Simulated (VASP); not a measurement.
# BaTiO3 (Amm2) in VASP: notebook

Runs on BaTiO3. Level: r2SCAN. Tasks: single point.

Program: VASP 6.6.1. These are calculated values, not measurements. Logs are shortened: lines on timing, memory, paths and dates and some standing lists are left out, and cuts for length are marked.

### 1 The cell of the first run

Symmetry: Amm2, No. 38, orthorhombic system. Conventional cell: a = 3.990 Å, b = 5.669 Å, c = 5.682 Å, α = 90.00°, β = 90.00°, γ = 90.00°. Within 3.7 Å of Ba (site symmetry mm2) lie 12 O at 2.78 to 2.90 Å and 8 Ti at 3.43 to 3.52 Å. Within 2.5 Å of Ti (site symmetry mm2) lie 6 O at 1.90 to 2.11 Å. Within 2.6 Å of O (site symmetry mm2) lie 2 Ti at 2.00 Å. Within 2.5 Å of O (site symmetry m) lie 2 Ti at 1.90 to 2.11 Å.

### 2 Single point, r2SCAN, collinear spin

The input, POSCAR:

```
BaTiO3
1.0
    3.9900000000      0.0000000000      0.0000000000
    0.0000000000      2.8345000000      2.8410000000
    0.0000000000     -2.8345000000      2.8410000000
Ba Ti O
1 1 3
Direct
    0.0000000000      0.0000000000      0.0000000000
    0.5000000000      0.5100000000      0.5100000000
    0.0000000000      0.4900000000      0.4900000000
    0.5000000000      0.4900000000      0.9840000000
    0.5000000000      0.9840000000      0.4900000000
```

The input, INCAR.step1:

```
  PREC = Accurate
  ENCUT = 520
  ISMEAR = -1
  SIGMA = 0.03
  LREAL = F
  LASPH = T
  NELM = 150
  ISPIN = 2
  MAGMOM = 0 1 0 0 0
  LMAXMIX = 4
  NBANDS = 32
  GGA = PE
  ALGO = Normal
  EDIFF = 1E-4
  LWAVE = T
  LCHARG = F
```

The input, INCAR.step2:

```
  PREC = Accurate
  ENCUT = 520
  EDIFF = 1E-6
  ISMEAR = -1
  SIGMA = 0.03
  LREAL = F
  LASPH = T
  NELM = 150
  ALGO = Normal
  ISIF = 2
  LWAVE = F
  LCHARG = T
  ISPIN = 2
  MAGMOM = 0 1 0 0 0
  LORBIT = 11
  LMAXMIX = 4
  METAGGA = R2SCAN
  LMIXTAU = T
  LELF = T
  LVHAR = T
  NBANDS = 32
  ISTART = 1
```

The input, KPOINTS:

```
regular mesh
0
Gamma
  5 5 5
```

Potentials or basis: VASP PAW PBE potentials, release 64 (Ba_sv, Ti_sv, O).

On the command line:

```console
cat potpaw_PBE.64/Ba_sv/POTCAR potpaw_PBE.64/Ti_sv/POTCAR potpaw_PBE.64/O/POTCAR > POTCAR
cp INCAR.step1 INCAR
mpirun -np 1 vasp_std > vasp.out
cp INCAR.step2 INCAR
mpirun -np 1 vasp_std > vasp.out
```

OUTCAR:

```text
PREC = Accurate
   ENCUT = 520
   EDIFF = 1E-6
   ISMEAR = -1
   LREAL = F
   LASPH = T
   NELM = 150
   ISIF = 2
   ISPIN = 2
   LORBIT = 11
   METAGGA = R2SCAN
   ISTART = 1

 ion  position               nearest neighbor table
   1  0.000  0.000  0.000-   3 2.78   4 2.80   5 2.80   4 2.80   5 2.80   3 2.84   3 2.84   5 2.86
                             4 2.86   5 2.86   4 2.86   3 2.90   2 3.43   2 3.43   2 3.47   2 3.47
   2  0.500  0.510  0.510-   4 1.90   5 1.90   3 2.00   3 2.00   5 2.11   4 2.11   1 3.43   1 3.43
                             1 3.47   1 3.47   1 3.47   1 3.47   1 3.52   1 3.52
   3  0.000  0.490  0.490-   2 2.00   2 2.00   1 2.78   1 2.84   1 2.84   1 2.90
   4  0.500  0.490  0.984-   2 1.90   2 2.11   1 2.80   1 2.80   1 2.86   1 2.86
   5  0.500  0.984  0.490-   2 1.90   2 2.11   1 2.80   1 2.80   1 2.86   1 2.86

  LATTYP: Found a base centered orthorhombic cell.
 ALAT       =     5.6690000000
 B/A-ratio  =     1.0022931734
 C/A-ratio  =     0.7038278356

  Lattice vectors:

 A1 = (   0.0000000000,   2.8345000000,  -2.8410000000)
 A2 = (   0.0000000000,   2.8345000000,   2.8410000000)
 A3 = (   3.9900000000,   0.0000000000,   0.0000000000)

Analysis of symmetry for initial positions (statically):
=====================================================================
 Subroutine PRICEL returns:
 Original cell was already a primitive cell.

 Routine SETGRP: Setting up the symmetry group for a
 base centered orthorhombic supercell.

 Subroutine GETGRP returns: Found  4 space group operations
 (whereof  4 operations were pure point group operations)
 out of a pool of  8 trial point group operations.

The static configuration has the point symmetry C_2v.

Analysis of symmetry for dynamics (positions and initial velocities):
=====================================================================
 Subroutine PRICEL returns:
 Original cell was already a primitive cell.

 Routine SETGRP: Setting up the symmetry group for a
 base centered orthorhombic supercell.

 Subroutine GETGRP returns: Found  4 space group operations
 (whereof  4 operations were pure point group operations)
 out of a pool of  8 trial point group operations.

The dynamic configuration has the point symmetry C_2v.

Analysis of structural, dynamic, and magnetic symmetry:
=====================================================================
 Subroutine PRICEL returns:
 Original cell was already a primitive cell.

 Routine SETGRP: Setting up the symmetry group for a
 base centered orthorhombic supercell.

 Subroutine GETGRP returns: Found  4 space group operations
 (whereof  4 operations were pure point group operations)
 out of a pool of  8 trial point group operations.

The overall configuration has the point symmetry C_2v.

 Subroutine INISYM returns: Found  4 space group operations
 (whereof  4 operations are pure point group operations),
 and found     1 'primitive' translations

----------------------------------------------------------------------------------------

                                     Primitive cell

  volume of cell :      64.2615

  direct lattice vectors                    reciprocal lattice vectors
     3.990000000  0.000000000  0.000000000     0.250626566  0.000000000  0.000000000
     0.000000000  2.834500000  2.841000000     0.000000000  0.176397954  0.175994368
     0.000000000 -2.834500000  2.841000000     0.000000000 -0.176397954  0.175994368

  length of vectors
     3.990000000  4.013187169  4.013187169     0.250626566  0.249179164  0.249179164

  position of ions in fractional coordinates (direct lattice)
     0.000000000  0.000000000  0.000000000
     0.500000000  0.510000000  0.510000000
     0.000000000  0.490000000  0.490000000
     0.500000000  0.490000000  0.984000000
     0.500000000  0.984000000  0.490000000

  ion indices of the primitive-cell ions
   primitive index   ion index
                 1           1
                 2           2
                 3           3
                 4           4
                 5           5

----------------------------------------------------------------------------------------

 KPOINTS: regular mesh

Automatic generation of k-mesh.
 Grid dimensions read from file:
 generate k-points for:    5    5    5

 Generating k-lattice:

  Cartesian coordinates                     Fractional coordinates (reciprocal lattice)
     0.050125313  0.000000000  0.000000000     0.200000000  0.000000000  0.000000000
     0.000000000  0.035279591  0.035198874     0.000000000  0.200000000  0.000000000
     0.000000000 -0.035279591  0.035198874     0.000000000  0.000000000  0.200000000

  Length of vectors
     0.050125313  0.049835833  0.049835833

  Shift w.r.t. Gamma in fractional coordinates (k-lattice)
     0.000000000  0.000000000  0.000000000

 Subroutine IBZKPT returns following result:
 ===========================================

 Found     27 irreducible k-points:

 Following reciprocal coordinates:
            Coordinates               Weight
  0.000000  0.000000  0.000000      1.000000
  0.200000  0.000000  0.000000      2.000000
  0.400000  0.000000  0.000000      2.000000
  0.000000  0.200000  0.000000      4.000000
  0.200000  0.200000  0.000000      8.000000
  0.400000  0.200000  0.000000      8.000000
[... 16 lines left out ...]
  0.200000  0.400000  0.400000      4.000000
  0.400000  0.400000  0.400000      4.000000
 [... further k-points ...]
   k-points           NKPTS =     27   k-points in BZ     NKDIM =     27   number of bands    NBANDS=     32
   number of dos      NEDOS =    301   number of ions     NIONS =      5
   total plane-waves  NPLWV =  27000
   dimension x,y,z NGX =    30 NGY =   30 NGZ =   30
   dimension x,y,z NGXF=    60 NGYF=   60 NGZF=   60
   ions per type =               1   1   3
   NGX,Y,Z   is equivalent  to a cutoff of  12.50, 12.43, 12.43 a.u.
   NGXF,Y,Z  is equivalent  to a cutoff of  25.00, 24.85, 24.85 a.u.
 SYSTEM =  unknown system
   PREC   = accura    normal or accurate (medium, high low for compatibility)
   ISTART =      1    job   : 0-new  1-cont  2-samecut
   ICHARG =      0    charge: 1-file 2-atom 10-const
   ISPIN  =      2    spin polarized calculation?
   LNONCOLLINEAR =      F non collinear calculations
   LSORBIT =      F    spin-orbit coupling
   LASPH  =      T    aspherical Exc in radial PAW
   ENCUT  =  520.0 eV  38.22 Ry    6.18 a.u.   7.42  7.46  7.46*2*pi/ulx,y,z
   NELM   =    150;   NELMIN=  2; NELMDL=  0     # of ELM steps
   EDIFF  = 0.1E-05   stopping-criterion for ELM
   LREAL  =      F    real-space projection
   EDIFFG = 0.1E-04   stopping-criterion for IOM
   NSW    =      0    number of steps for IOM
   IBRION =     -1    ionic relax: 0-MD 1-quasi-New 2-CG
   NFREE  =      0    steps in history (QN), initial steepest desc. (CG)
   ISIF   =      2    stress and relaxation
   ISYM   =      2    0-nonsym 1-usesym 2-fastsym
   POTIM  = 0.5000    time-step for ionic-motion
   TEBEG  =    0.0;   TEEND  =   0.0 temperature during run
   PSTRESS=    0.0 pullay stress
   NELECT =      40.0000    total number of electrons
   NUPDOWN=      -1.0000    fix difference up-down
   EMIN   =  10.00;   EMAX   =-10.00  energy-range for DOS
   EFERMI =   0.00;   METHOD = LEGACY
   ISMEAR =    -1;   SIGMA  =   0.03  broadening in eV -4-tet -1-fermi 0-gaus
   EFERMI_NEDOS =   21; number of points for ismear=-14 and -15
   IALGO  =     38    algorithm
   IMIX   =      4    mixing-type and parameters
     AMIX     =   0.40;   BMIX     =  1.00
     AMIX_MAG =   1.60;   BMIX_MAG =  1.00
  volume/ion in A,a.u.               =      12.85        86.73
  Fermi-wavevector in a.u.,A,eV,Ry     =   1.397799  2.641457 26.583624  1.953841
  Thomas-Fermi vector in A             =   2.521020
   LORBIT       =     11    0 simple, 1 ext, 2 COOP (PROOUT), +10 PAW based schemes
   METAGGA = R2SCAN    functional components
   LHFCALC =     F    Hartree Fock is set to
   AEXX    =    0.0000 exact exchange contribution
   IVDW    =     0    specifies the selected vdW correction
   LEPSILON=     F    determine dielectric tensor
   LRPA    =     F    only Hartree local field effects (RPA)
 spin polarized calculation
  energy-cutoff  :      520.00
  volume of cell :       64.26
 maximum number of plane-waves:      1755
 NGX is ok and might be reduce to    30
   NGX = 15   NGY = 15   NGZ = 15

 number of electron      39.9999992 magnetization       0.0000000

 number of electron      39.9999992 magnetization      -0.0000000

 Free energy of the ion-electron system (eV)
  ---------------------------------------------------
  ext. energy  EPLUGINS =         0.00000000
  ---------------------------------------------------
  free energy    TOTEN  =       -74.25315624 eV

  energy without entropy =      -74.25315624  energy(sigma->0) =      -74.25315624

 E-fermi :   4.1521     XC(G=0): -11.8989

 val. band max:        3.3742142163   @ k =   0.4000   0.4000   0.4000
 cond. band min:       5.8543390435   @ k =   0.0000   0.0000   0.0000
 fundamental gap:      2.4801248272
 Fermi energy:         4.1520998172

 spin component 1

 k-point     1 :       0.0000    0.0000    0.0000
  band No.  band energies     occupation
      1     -55.2403      1.00000
      2     -30.4241      1.00000
      3     -30.4239      1.00000
      4     -30.3982      1.00000
      5     -21.9810      1.00000
      6     -14.3407      1.00000
[... 829 lines left out ...]
     31      17.2358      0.00000
     32      19.5431      0.00000

 [... further k-points ...]

 spin component 2

 k-point     1 :       0.0000    0.0000    0.0000
  band No.  band energies     occupation
      1     -55.2403      1.00000
      2     -30.4241      1.00000
      3     -30.4239      1.00000
      4     -30.3982      1.00000
      5     -21.9810      1.00000
      6     -14.3407      1.00000
[... 829 lines left out ...]
     31      17.2358      0.00000
     32      19.5431      0.00000

 [... further k-points ...]
[... 5 lines left out ...]
  --------------------------------------------------------------------------------------
  -------------------------------------------------------------------------------------
  Total        0.6197444      0.7604307      0.7476298      0.0000000      0.0000000      0.0000000
  in kB       15.4515706     18.9591850     18.6400293      0.0000000      0.0000000      0.0000000
  external PRESSURE =      17.6835950 kB  Pullay stress =       0.0000000 kB

 VOLUME and BASIS-vectors are now :
 -----------------------------------------------------------------------------
  energy-cutoff  :      520.00
  volume of cell :       64.26
      direct lattice vectors                 reciprocal lattice vectors
     3.990000000  0.000000000  0.000000000     0.250626566  0.000000000  0.000000000
     0.000000000  2.834500000  2.841000000     0.000000000  0.176397954  0.175994368
     0.000000000 -2.834500000  2.841000000     0.000000000 -0.176397954  0.175994368

 POSITION                                       TOTAL-FORCE (eV/Angst)
 -----------------------------------------------------------------------------------
      0.00000      0.00000      0.00000         0.000000      0.000000     -0.023610
      1.99500      0.00000      2.89782         0.000000      0.000000      0.149806
      0.00000      0.00000      2.78418         0.000000      0.000000      0.004192
      1.99500     -1.40024      4.18763         0.000000      0.094339     -0.065194
      1.99500      1.40024      4.18763         0.000000     -0.094339     -0.065194
 -----------------------------------------------------------------------------------
    total drift:                                0.000000     -0.000001      0.007546

  FREE ENERGIE OF THE ION-ELECTRON SYSTEM (eV)
  ---------------------------------------------------
  free  energy   TOTEN  =       -74.2531562373 eV

  energy  without entropy=      -74.2531562373  energy(sigma->0) =      -74.25315624

 total charge

# of ion       s       p       d       tot
------------------------------------------
    1        2.018   5.670   0.304   7.992
    2        2.211   6.272   1.667  10.150
    3        1.567   3.501   0.000   5.068
    4        1.569   3.500   0.000   5.070
    5        1.569   3.500   0.000   5.070
--------------------------------------------------
tot          8.935  22.443   1.971  33.349

 magnetization (x)

# of ion       s       p       d       tot
------------------------------------------
    1        0.000  -0.000  -0.000  -0.000
    2        0.000   0.000  -0.000  -0.000
    3        0.000   0.000   0.000   0.000
    4       -0.000   0.000   0.000   0.000
    5       -0.000   0.000   0.000   0.000
--------------------------------------------------
tot          0.000   0.000  -0.000   0.000
```

Wall time 3.2 min (1 thread of Intel Xeon 6975P-C (Granite Rapids), shared host); peak memory 0.25 GiB.

What came out:

```yaml
Free_energy: -74.2532 eV
Pressure: 1.8 GPa
Largest_force: 0.150 eV/Å
Band_gap_on_the_k_mesh: 2.48 eV (least direct gap 2.63 eV)
Net_moment: 0.00 μB per cell
Valence_electrons_inside_the_program's_atomic_spheres: Ba 7.99; Ti 10.15; O 5.07
```

Forces on the atoms (eV/Å):
```
Ba   0.000  0.000 -0.024
Ti   0.000  0.000  0.150
O    0.000  0.000  0.004
O    0.000  0.094 -0.065
O    0.000 -0.094 -0.065
```

Stress tensor (GPa, compression positive):
```
1.55 0.00 0.00
0.00 1.90 0.00
0.00 0.00 1.86
```

Caveat: the PAW data sets were made with another functional, which shifts forces and pressure a little; spin-orbit coupling is left out, which moves the levels of the heavy elements. r2SCAN opens gaps a little over a GGA but as a rule still falls short of measured ones.

### 3 Single point, r2SCAN, collinear spin

POSCAR is that of step 2.

The input, INCAR.step1:

```
  PREC = Accurate
  ENCUT = 520
  ISMEAR = -1
  SIGMA = 0.05
  LREAL = False
  LASPH = True
  NELM = 150
  ISPIN = 2
  MAGMOM = 0 1 0 0 0
  LMAXMIX = 4
  NBANDS = 32
  GGA = PE
  ALGO = Normal
  EDIFF = 1E-4
  LWAVE = True
  LCHARG = False
```

The input, INCAR.step2:

```
  PREC = Accurate
  ENCUT = 520
  EDIFF = 1E-6
  ISMEAR = -1
  SIGMA = 0.05
  LREAL = False
  LASPH = True
  NELM = 150
  ALGO = Normal
  ISIF = 2
  LWAVE = False
  LCHARG = False
  ISPIN = 2
  MAGMOM = 0 1 0 0 0
  LORBIT = 11
  LMAXMIX = 4
  METAGGA = R2SCAN
  LMIXTAU = True
  NBANDS = 32
  ISTART = 1
```

The input, KPOINTS:

```
Automatic mesh
0
Gamma
  5 5 5
```

Potentials or basis: VASP PAW PBE potentials, release 64 (Ba_sv, Ti_sv, O).

On the command line:

```console
cat potpaw_PBE.64/Ba_sv/POTCAR potpaw_PBE.64/Ti_sv/POTCAR potpaw_PBE.64/O/POTCAR > POTCAR
cp INCAR.step1 INCAR
mpirun -np 1 vasp_std > vasp.out
cp INCAR.step2 INCAR
mpirun -np 1 vasp_std > vasp.out
```

Run time: 3.1 min. Hardware: 1 thread of Intel Xeon 6975P-C (Granite Rapids), shared host; peak memory 0.25 GiB.

It converged, with:

- Free energy: -74.2532 eV
- Pressure: 1.8 GPa
- Largest force: 0.150 eV/Å
- Band gap on the k mesh: 2.48 eV (least direct gap 2.63 eV)
- Net moment: 0.00 μB per cell
- Valence electrons inside the program's atomic spheres: Ba 7.99; Ti 10.15; O 5.07

Forces on the atoms (eV/Å):
```
Ba   0.000  0.000 -0.024
Ti   0.000  0.000  0.150
O    0.000  0.000  0.004
O    0.000  0.094 -0.065
O    0.000 -0.094 -0.065
```

Stress tensor (GPa, compression positive):
```
1.55 0.00 0.00
0.00 1.90 0.00
0.00 0.00 1.86
```

Levels at points of the mesh, in eV from the valence-band top:
Spin up:
```
           k point  band 16  band 17  band 18  band 19  band 20  band 21  band 22  band 23  band 24  band 25
(0.00, 0.00, 0.00)    -1.11    -1.00    -0.21    -0.18    -0.15     2.48     2.56     2.64     4.52     4.58
```
Spin down:
| k point | band 16 | band 17 | band 18 | band 19 | band 20 | band 21 | band 22 | band 23 | band 24 | band 25 |
| --- | --- | --- | --- | --- | --- | --- | --- | --- | --- | --- |
| (0.00, 0.00, 0.00) | -1.11 | -1.00 | -0.21 | -0.18 | -0.15 | 2.48 | 2.56 | 2.64 | 4.52 | 4.58 |

Caveat: the PAW data sets were made with another functional, which shifts forces and pressure a little; spin-orbit coupling is left out, which moves the levels of the heavy elements. r2SCAN opens gaps a little over a GGA but as a rule still falls short of measured ones.

### 4 Single point, r2SCAN, collinear spin

POSCAR is that of step 3.

The input, INCAR.step1:

```
SYSTEM = BaTiO3
PREC = Accurate
ENCUT = 520
ISMEAR = -1
SIGMA = 0.03
LREAL = .FALSE.
LASPH = .TRUE.
NELM = 150
ISPIN = 2
MAGMOM = 0 1 0 0 0
LMAXMIX = 4
NBANDS = 32
GGA = PE
ALGO = Normal
EDIFF = 1E-4
LWAVE = .TRUE.
LCHARG = .FALSE.
```

The input, INCAR.step2:

```
SYSTEM = BaTiO3
PREC = Accurate
ENCUT = 520
EDIFF = 1E-7
ISMEAR = -1
SIGMA = 0.03
LREAL = .FALSE.
LASPH = .TRUE.
NELM = 150
ALGO = Normal
ISIF = 2
LWAVE = .FALSE.
LCHARG = .FALSE.
ISPIN = 2
MAGMOM = 0 1 0 0 0
LORBIT = 11
LMAXMIX = 4
METAGGA = R2SCAN
LMIXTAU = .TRUE.
NBANDS = 32
ISTART = 1
```

The input, KPOINTS:

```
Automatic mesh
0
G
  5 5 5
  0 0 0
```

On the command line:

```console
cat potpaw_PBE.64/Ba_sv/POTCAR potpaw_PBE.64/Ti_sv/POTCAR potpaw_PBE.64/O/POTCAR > POTCAR
cp INCAR.step1 INCAR
mpirun -np 1 vasp_std > vasp.out
cp INCAR.step2 INCAR
mpirun -np 1 vasp_std > vasp.out
```

Wall time 3.8 min (1 thread of Intel Xeon 6975P-C (Granite Rapids), shared host); peak memory 0.26 GiB.

It converged, with:

* Free energy: -74.2532 eV
* Pressure: 1.8 GPa
* Largest force: 0.150 eV/Å
* Band gap on the k mesh: 2.48 eV (least direct gap 2.63 eV)
* Net moment: 0.00 μB per cell
* Valence electrons inside the program's atomic spheres: Ba 7.99; Ti 10.15; O 5.07

Forces on the atoms (eV/Å):
```
Ba   0.000  0.000 -0.024
Ti   0.000  0.000  0.150
O    0.000  0.000  0.004
O    0.000  0.094 -0.065
O    0.000 -0.094 -0.065
```

Stress tensor (GPa, compression positive):
```
1.55 0.00 0.00
0.00 1.91 0.00
0.00 0.00 1.87
```

Levels at points of the mesh, in eV from the valence-band top:
Spin up:
| k point | band 16 | band 17 | band 18 | band 19 | band 20 | band 21 | band 22 | band 23 | band 24 | band 25 |
| --- | --- | --- | --- | --- | --- | --- | --- | --- | --- | --- |
| (0.00, 0.00, 0.00) | -1.11 | -1.00 | -0.21 | -0.18 | -0.15 | 2.48 | 2.56 | 2.64 | 4.52 | 4.58 |
Spin down:
```tsv
k point	band 17	band 18	band 19	band 20	band 21	band 22	band 23	band 24
(0.00, 0.00, 0.00)	-1.00	-0.21	-0.18	-0.15	2.48	2.56	2.64	4.52
```

Caveat: the PAW data sets were made with another functional, which shifts forces and pressure a little; spin-orbit coupling is left out, which moves the levels of the heavy elements. A k mesh can miss the band edges.
